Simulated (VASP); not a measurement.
Wanted: the native input for a VASP 6.6.1 run.

```
Task                    : single point
Functional              : PBEsol
Potentials or basis     : VASP PAW PBE potentials, release 64 (Yb)
Cutoff                  : 520 eV
k mesh                  : 8 × 8 × 8
Occupations             : fermi-dirac, width 0.05 eV
Spin                    : collinear spin, ferromagnetic start
Starting moments        : [1.0] μB
Hubbard terms           : Yb f U = 4.0 eV
Dipole correction       : no
k mesh for the DOS      : 12 × 12 × 12
Occupations for the DOS : tetrahedron
Further INCAR settings  : ALGO = Normal; EDIFF = 1e-06
```

The system is Yb.

```
CELL_PARAMETERS angstrom
0.00000 2.74310 2.74310
2.74310 0.00000 2.74310
2.74310 2.74310 0.00000
ATOMIC_POSITIONS crystal
Yb 0.00000 0.00000 0.00000
```

The input as run:

POSCAR

```
Yb
1.0
    0.0000000000      2.7431000000      2.7431000000
    2.7431000000      0.0000000000      2.7431000000
    2.7431000000      2.7431000000      0.0000000000
Yb
1
Direct
    0.0000000000      0.0000000000      0.0000000000
```

INCAR.step1

```
SYSTEM = Yb
PREC = Accurate
ENCUT = 520
EDIFF = 1E-6
ISMEAR = -1
SIGMA = 0.05
LREAL = .False.
LASPH = .True.
NELM = 150
ALGO = Normal
ISIF = 2
LWAVE = .False.
LCHARG = .True.
ISPIN = 2
MAGMOM = 1
LMAXMIX = 6
LDAU = .True.
LDAUTYPE = 2
LDAUL = 3
LDAUU = 4
LDAUJ = 0
LDAUPRINT = 1
GGA = PS
NBANDS = 22
```

KPOINTS.step1

```
regular mesh
0
Gamma
  8 8 8
  0 0 0
```

INCAR.step2

```
SYSTEM = Yb
PREC = Accurate
ENCUT = 520
EDIFF = 1E-6
ISMEAR = -5
SIGMA = 0.05
LREAL = .False.
LASPH = .True.
NELM = 150
ALGO = Normal
ISIF = 2
LWAVE = .False.
LCHARG = .False.
ISPIN = 2
MAGMOM = 1
LORBIT = 11
LMAXMIX = 6
LDAU = .True.
LDAUTYPE = 2
LDAUL = 3
LDAUU = 4
LDAUJ = 0
LDAUPRINT = 1
GGA = PS
NEDOS = 1001
ICHARG = 11
```

KPOINTS.step2

```
regular mesh
0
Gamma
  12 12 12
  0 0 0
```

Potentials or basis: VASP PAW PBE potentials, release 64 (Yb).

Run with:

```bash
$ cat potpaw_PBE.64/Yb/POTCAR > POTCAR
$ cp INCAR.step1 INCAR
$ cp KPOINTS.step1 KPOINTS
$ mpirun -np 1 vasp_std > vasp.out
$ cp INCAR.step2 INCAR
$ cp KPOINTS.step2 KPOINTS
$ mpirun -np 1 vasp_std > vasp.out
```

Results of the run:

```
Net moment                                            : 0.00 μB per cell
Valence electrons inside the program's atomic spheres : Yb 22.16
```

Wall time 4.8 min on 1 thread of Oxide Virtual Turin-like Processor (shared host), peak memory 0.21 GiB.
